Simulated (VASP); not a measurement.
# InGa3P4 (I-42m) in VASP: notebook

InGa3P4 is run at these levels: PBE; tasks: single point.

All numbers are computed with VASP 6.6.1; they aren't measurements. Logs are shortened: lines on timing, memory, paths and dates and some standing lists are left out, and cuts for length are marked.

### Step 1. The cell of the first run

The structure is tetragonal, space group I-42m (No. 121). Conventional cell: a = 5.620 Å, b = 5.620 Å, c = 11.220 Å, α = 90.00°, β = 90.00°, γ = 90.00°. Within 3.4 Å of In (site symmetry -42m) lie 4 P at 2.55 Å. Within 3.2 Å of Ga (site symmetry -4) lie 4 P at 2.40 Å. Within 3.1 Å of Ga (site symmetry -42m) lie 4 P at 2.38 Å. P (site symmetry m) has 3 Ga at 2.38 to 2.40 Å and 1 In at 2.55 Å within 3.1 Å.

### Step 2. Single point, PBE

Contents of INCAR:

```
SYSTEM = InGa3P4
PREC = Accurate ; ENCUT = 520
EDIFF = 1E-7 ; ISMEAR = 0
SIGMA = 0.02 ; LREAL = .False.
LASPH = .True. ; NELM = 100
ALGO = Normal ; ISIF = 2
LWAVE = .False. ; LCHARG = .True.
GGA = PE ; LELF = .True.
LVHAR = .True. ; NBANDS = 46
```

Contents of KPOINTS:

```
regular mesh
0
Gamma
  8 8 8
  0 0 0
```

Contents of POSCAR:

```
InGa3P4
1.0
   -2.8102220000      2.8102220000      5.6101079000
    2.8102220000     -2.8102220000      5.6101079000
    2.8102220000      2.8102220000     -5.6101079000
In Ga P
1 3 4
Direct
    0.5000000000      0.5000000000      0.0000000000
    0.7500000000      0.2500000000      0.5000000000
    0.0000000000      0.0000000000      0.0000000000
    0.2500000000      0.7500000000      0.5000000000
    0.1067300000      0.6329640000      0.0000000000
    0.3670360000      0.3670360000      0.4737660000
    0.6329640000      0.1067300000      0.0000000000
    0.8932700000      0.8932700000      0.5262340000
```

Potentials or basis: VASP PAW PBE potentials, release 64 (In_d, Ga_d, P).

Launch:

```sh
$ cat potpaw_PBE.64/In_d/POTCAR potpaw_PBE.64/Ga_d/POTCAR potpaw_PBE.64/P/POTCAR > POTCAR
$ mpirun -np 1 vasp_std > vasp.out
```

OUTCAR:

```text
SYSTEM = InGa3P4
   PREC = Accurate
   ENCUT = 520
   EDIFF = 1E-7
   ISMEAR = 0
   LREAL = .False.
   LASPH = .True.
   NELM = 100
   ISIF = 2
   GGA = PE

 ion  position               nearest neighbor table
   1  0.500  0.500  0.000-   8 2.55   5 2.55   7 2.55   6 2.55
   2  0.750  0.250  0.500-   6 2.40   8 2.40   7 2.40   5 2.40
   3  0.000  0.000  0.000-   5 2.38   6 2.38   7 2.38   8 2.38
   4  0.250  0.750  0.500-   6 2.40   8 2.40   5 2.40   7 2.40
   5  0.107  0.633  0.000-   3 2.38   4 2.40   2 2.40   1 2.55
   6  0.367  0.367  0.474-   3 2.38   2 2.40   4 2.40   1 2.55
   7  0.633  0.107  0.000-   3 2.38   2 2.40   4 2.40   1 2.55
   8  0.893  0.893  0.526-   3 2.38   2 2.40   4 2.40   1 2.55

  LATTYP: Found a body centered tetragonal cell.
 ALAT       =     5.6204440000
 C/A-ratio  =     1.9963219632

  Lattice vectors:

 A1 = (  -2.8102220000,   2.8102220000,   5.6101079000)
 A2 = (   2.8102220000,  -2.8102220000,   5.6101079000)
 A3 = (   2.8102220000,   2.8102220000,  -5.6101079000)

Analysis of symmetry for initial positions (statically):
=====================================================================
 Subroutine PRICEL returns:
 Original cell was already a primitive cell.

 Routine SETGRP: Setting up the symmetry group for a
 body centered tetragonal supercell.

 Subroutine GETGRP returns: Found  8 space group operations
 (whereof  8 operations were pure point group operations)
 out of a pool of 16 trial point group operations.

The static configuration has the point symmetry D_2d.

Analysis of symmetry for dynamics (positions and initial velocities):
=====================================================================
 Subroutine PRICEL returns:
 Original cell was already a primitive cell.

 Routine SETGRP: Setting up the symmetry group for a
 body centered tetragonal supercell.

 Subroutine GETGRP returns: Found  8 space group operations
 (whereof  8 operations were pure point group operations)
 out of a pool of 16 trial point group operations.

The dynamic configuration has the point symmetry D_2d.

 Subroutine INISYM returns: Found  8 space group operations
 (whereof  8 operations are pure point group operations),
 and found     1 'primitive' translations

----------------------------------------------------------------------------------------

[... 108 lines left out ...]
   IBRION =     -1    ionic relax: 0-MD 1-quasi-New 2-CG
   NFREE  =      0    steps in history (QN), initial steepest desc. (CG)
   ISIF   =      2    stress and relaxation
   ISYM   =      2    0-nonsym 1-usesym 2-fastsym
   POTIM  = 0.5000    time-step for ionic-motion
   TEBEG  =    0.0;   TEEND  =   0.0 temperature during run
   PSTRESS=    0.0 pullay stress
   NELECT =      72.0000    total number of electrons
   NUPDOWN=      -1.0000    fix difference up-down
   EMIN   =  10.00;   EMAX   =-10.00  energy-range for DOS
   EFERMI =   0.00;   METHOD = LEGACY
   ISMEAR =     0;   SIGMA  =   0.02  broadening in eV -4-tet -1-fermi 0-gaus
   EFERMI_NEDOS =   21; number of points for ismear=-14 and -15
   IALGO  =     38    algorithm
   IMIX   =      4    mixing-type and parameters
     AMIX     =   0.40;   BMIX     =  1.00
     AMIX_MAG =   1.60;   BMIX_MAG =  1.00
  volume/ion in A,a.u.               =      22.15       149.49
  Fermi-wavevector in a.u.,A,eV,Ry     =   1.212499  2.291292 20.002668  1.470155
  Thomas-Fermi vector in A             =   2.347981
   LORBIT       =      0    0 simple, 1 ext, 2 COOP (PROOUT), +10 PAW based schemes
   GGA     = PE    functional components
   LHFCALC =     F    Hartree Fock is set to
   AEXX    =    0.0000 exact exchange contribution
   IVDW    =     0    specifies the selected vdW correction
   LEPSILON=     F    determine dielectric tensor
   LRPA    =     F    only Hartree local field effects (RPA)
 non-spin polarized calculation
 Gauss-broadening in eV      SIGMA  =   0.02
  energy-cutoff  :      520.00
  volume of cell :      177.22
 maximum number of plane-waves:      4805
 NGX is ok and might be reduce to    54
   NGX = 25   NGY = 25   NGZ = 25

 number of electron      72.0000011 magnetization

 Free energy of the ion-electron system (eV)
  ---------------------------------------------------
  ext. energy  EPLUGINS =         0.00000000
  ---------------------------------------------------
  free energy    TOTEN  =       -35.68533880 eV

  energy without entropy =      -35.68533880  energy(sigma->0) =      -35.68533880

 E-fermi :   4.6393     XC(G=0):  -9.5429

 val. band max:        4.4968234708   @ k =   0.0000   0.0000   0.0000
 cond. band min:       5.6499775121   @ k =   0.0000   0.0000   0.0000
 fundamental gap:      1.1531540414
 Fermi energy:         4.6392627730

 k-point     1 :       0.0000    0.0000    0.0000
  band No.  band energies     occupation
      1     -10.1041      2.00000
      2     -10.0871      2.00000
      3     -10.0871      2.00000
      4     -10.0208      2.00000
      5     -10.0208      2.00000
      6      -9.9861      2.00000
[... 1165 lines left out ...]
     45       9.9543      0.00000
     46      10.1314      0.00000

 [... further k-points ...]

------------------------ aborting loop because EDIFF is reached ----------------------------------------

  FORCE on cell =-STRESS in cart. coord.  units (eV):
  Direction    XX          YY          ZZ          XY          YZ          ZX
  --------------------------------------------------------------------------------------
  -------------------------------------------------------------------------------------
  Total       -0.0135652     -0.0135652     -0.0198297      0.0000000     -0.0000000      0.0000000
  in kB       -0.1226376     -0.1226376     -0.1792731      0.0000000     -0.0000000      0.0000000
  external PRESSURE =      -0.1415161 kB  Pullay stress =       0.0000000 kB

 VOLUME and BASIS-vectors are now :
 -----------------------------------------------------------------------------
  energy-cutoff  :      520.00
  volume of cell :      177.22
      direct lattice vectors                 reciprocal lattice vectors
    -2.810222000  2.810222000  5.610107900     0.000000000  0.177921887  0.089124846
     2.810222000 -2.810222000  5.610107900     0.177921887  0.000000000  0.089124846
     2.810222000  2.810222000 -5.610107900     0.177921887  0.177921887  0.000000000

 POSITION                                       TOTAL-FORCE (eV/Angst)
 -----------------------------------------------------------------------------------
      0.00000      0.00000      5.61011        -0.000000      0.000000     -0.000000
     -0.00000      2.81022      2.80505        -0.000000      0.000000      0.000000
      0.00000      0.00000      0.00000        -0.000000      0.000000      0.000000
      2.81022     -0.00000      2.80505        -0.000000      0.000000      0.000000
      1.47883     -1.47883      4.14976        -0.005380      0.005380      0.009265
      1.33139      1.33139      1.46034         0.005380      0.005380     -0.009265
     -1.47883      1.47883      4.14976         0.005380     -0.005380      0.009265
      1.47883      1.47883      7.07045        -0.005380     -0.005380     -0.009265
 -----------------------------------------------------------------------------------
    total drift:                                0.000007      0.000007      0.000002

  FREE ENERGIE OF THE ION-ELECTRON SYSTEM (eV)
  ---------------------------------------------------
  free  energy   TOTEN  =       -35.6853387960 eV

  energy  without entropy=      -35.6853387960  energy(sigma->0) =      -35.68533880
```

OSZICAR:

```text
N       E                     dE             d eps       ncg     rms          rms(c)
DAV:   1     0.663469697767E+03    0.66347E+03   -0.32872E+04  5880   0.217E+03
DAV:   2     0.750065802004E+02   -0.58846E+03   -0.56693E+03  5738   0.584E+02
DAV:   3    -0.295502962706E+02   -0.10456E+03   -0.10171E+03  6156   0.192E+02
DAV:   4    -0.366817468269E+02   -0.71315E+01   -0.70858E+01  7138   0.485E+01
DAV:   5    -0.368782444845E+02   -0.19650E+00   -0.19632E+00  7740   0.865E+00    0.930E+00
DAV:   6    -0.357657022066E+02    0.11125E+01   -0.22000E+00  7936   0.153E+01    0.558E+00
DAV:   7    -0.356838318965E+02    0.81870E-01   -0.96750E-01  7208   0.420E+00    0.212E+00
DAV:   8    -0.356850273124E+02   -0.11954E-02   -0.15814E-01  7268   0.388E+00    0.667E-01
DAV:   9    -0.356854084819E+02   -0.38117E-03   -0.33629E-02  7734   0.247E+00    0.332E-01
DAV:  10    -0.356850816536E+02    0.32683E-03   -0.52007E-03  7786   0.708E-01    0.248E-01
DAV:  11    -0.356853454407E+02   -0.26379E-03   -0.15022E-03  7250   0.225E-01    0.159E-01
DAV:  12    -0.356853300312E+02    0.15409E-04   -0.20062E-04  6316   0.890E-02    0.507E-02
DAV:  13    -0.356853310477E+02   -0.10165E-05   -0.10550E-05  8068   0.200E-02    0.719E-02
DAV:  14    -0.356853392321E+02   -0.81843E-05   -0.31668E-05  6018   0.409E-02    0.149E-02
DAV:  15    -0.356853390027E+02    0.22931E-06   -0.24291E-06  6782   0.198E-02    0.798E-03
DAV:  16    -0.356853388126E+02    0.19012E-06   -0.37898E-07  5494   0.375E-03    0.589E-03
DAV:  17    -0.356853387960E+02    0.16640E-07   -0.11034E-07  4080   0.673E-03
   1 F= -.35685339E+02 E0= -.35685339E+02  d E =-.412680E-26
```

stdout:

```text
POSCAR found type information on POSCAR InGaP
 POSCAR found :  3 types and       8 ions
 scaLAPACK will be used
 LDA part: xc-table for (Slater+PW92), standard interpolation
 POSCAR, INCAR and KPOINTS ok, starting setup
 FFT: planning ... GRIDC
 FFT: planning ... GRID_SOFT
 FFT: planning ... GRID
 WAVECAR not read
 entering main loop
```

It took 20 min on 1 thread of AMD EPYC 7R43 (Zen 3), shared host; peak memory 0.62 GiB.

Results:

```yaml
Free_energy: -35.6853 eV
Pressure: 0.0 GPa
Largest_force: 0.012 eV/Å
Band_gap_on_the_k_mesh: 1.15 eV
```

Forces in eV/Å, atoms in the order of the input:
```
In   0.000  0.000  0.000
Ga   0.000  0.000  0.000
Ga   0.000  0.000  0.000
Ga   0.000  0.000  0.000
P   -0.005  0.005  0.009
P    0.005  0.005 -0.009
P    0.005 -0.005  0.009
P   -0.005 -0.005 -0.009
```

Caveat: spin-orbit coupling is left out, which moves the levels of the heavy elements. A k mesh can miss the band edges.

### Step 3. Single point, PBE

Contents of INCAR:

```
SYSTEM = InGa3P4
ALGO     = Normal         ! electronic algorithm
EDIFF    = 1E-6           ! SCF threshold, eV
ENCUT    = 520            ! plane-wave cutoff, eV
GGA      = PE             ! functional
ISIF     = 2              ! what is computed and relaxed
ISMEAR   = 0              ! smearing method
LASPH    = .True.         ! aspherical terms in the spheres
LCHARG   = .False.        ! write CHGCAR
LREAL    = .False.        ! projectors in reciprocal space
LWAVE    = .False.        ! write WAVECAR
NBANDS   = 46             ! bands
NELM     = 60             ! most SCF steps
PREC     = Accurate       ! precision mode
SIGMA    = 0.1            ! smearing width, eV
```

Contents of KPOINTS:

```
k-points
0
Gamma
  4 4 4
  0 0 0
```

POSCAR is that of step 2.

Potentials or basis: VASP PAW PBE potentials, release 64 (In_d, Ga_d, P).

Launch:

```sh
$ cat potpaw_PBE.64/In_d/POTCAR potpaw_PBE.64/Ga_d/POTCAR potpaw_PBE.64/P/POTCAR > POTCAR
$ mpirun -np 1 vasp_std > vasp.out
```

It took 5.3 min on 1 thread of Intel Xeon 8259CL, shared host; peak memory 0.44 GiB.

Results (log left out):

```
Free energy            : -35.6755 eV
Pressure               : 0.0 GPa
Largest force          : 0.011 eV/Å
Band gap on the k mesh : 1.15 eV
```

Forces in eV/Å, atoms in the order of the input:
```
In   0.000  0.000  0.000
Ga   0.000  0.000  0.000
Ga   0.000  0.000  0.000
Ga   0.000  0.000  0.000
P   -0.005  0.005  0.009
P    0.005  0.005 -0.009
P    0.005 -0.005  0.009
P   -0.005 -0.005 -0.009
```

Levels at points of the mesh, in eV from the valence-band top:
```csv
k point,band 34,band 35,band 36,band 37,band 38,band 39
"(0.00, 0.00, 0.00)",-0.05,0.00,0.00,1.15,1.74,1.95
"(0.50, 0.00, 0.00)",-1.83,-1.17,-1.11,3.01,3.36,3.37
"(0.50, 0.50, 0.00)",-1.04,-0.84,-0.83,1.35,1.64,2.74
"(0.50, 0.50, 0.50)",-1.75,-1.30,-1.30,1.77,1.77,1.84
```

Caveat: spin-orbit coupling is left out, which moves the levels of the heavy elements. A k mesh can miss the band edges.
